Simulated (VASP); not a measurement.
Wanted: the native input for a VASP 6.6.1 run.

```yaml
Task: single point
Functional: b88 exchange, pbe correlation
Potentials_or_basis: VASP PAW PBE potentials, release 64 (Ti_sv, O)
Cutoff: 600 eV
k_mesh: 8 × 8 × 4
Occupations: fermi-dirac, width 0.05 eV
Spin: no spin polarisation
Dipole_correction: no
Further_INCAR_settings: ALGO = Normal; EDIFF = 1e-06; NBANDS = 60
```

The structure of TiO2 lies in POSCAR:

```
TiO2
1.0
    6.1535771931     -1.8834685000      0.0000000000
    6.1535771931      1.8834685000      0.0000000000
   -1.9283261078      0.0000000000      6.3289668713
Ti O
4 8
Direct
    0.9000710000      0.9000710000      0.2896020000
    0.1952860000      0.1952860000      0.2837620000
    0.0999290000      0.0999290000      0.7103980000
    0.8047140000      0.8047140000      0.7162380000
    0.3619310000      0.3619310000      0.2933970000
    0.2634885000      0.2634885000      0.6525000000
    0.8671885000      0.8671885000      0.9952910000
    0.7365115000      0.7365115000      0.3475000000
    0.9416475000      0.9416475000      0.6300210000
    0.1328115000      0.1328115000      0.0047090000
    0.6380690000      0.6380690000      0.7066030000
    0.0583525000      0.0583525000      0.3699790000
```

These files were run (other wordings do the same):

INCAR

```
SYSTEM = TiO2
PREC = Accurate
ENCUT = 600
EDIFF = 1E-6
ISMEAR = -1
SIGMA = 0.05
LREAL = .FALSE.
LASPH = .TRUE.
NELM = 120
ALGO = Normal
ISIF = 2
LWAVE = .FALSE.
LCHARG = .FALSE.
GGA = LIBXC
LIBXC1 = GGA_X_B88
LIBXC2 = GGA_C_PBE
NBANDS = 60
GGA_COMPAT = .FALSE.
```

KPOINTS

```
Automatic mesh
0
G
  8 8 4
  0 0 0
```

Potentials or basis: VASP PAW PBE potentials, release 64 (Ti_sv, O).

Command:

```bash
$ cat potpaw_PBE.64/Ti_sv/POTCAR potpaw_PBE.64/O/POTCAR > POTCAR
$ mpirun -np 1 vasp_std > vasp.out
```

It gave:

| Quantity | Value |
| --- | --- |
| Pressure | -1.0 GPa |
| Largest force | 0.102 eV/Å |
| Band gap on the k mesh | 2.72 eV (least direct gap 2.89 eV) |

Caveat: the PAW data sets were made with another functional, which shifts forces and pressure a little.

It took 17 min on 1 thread of AMD EPYC 9R45 96-Core Processor (Zen 5), on a shared host, peak memory 0.76 GiB.
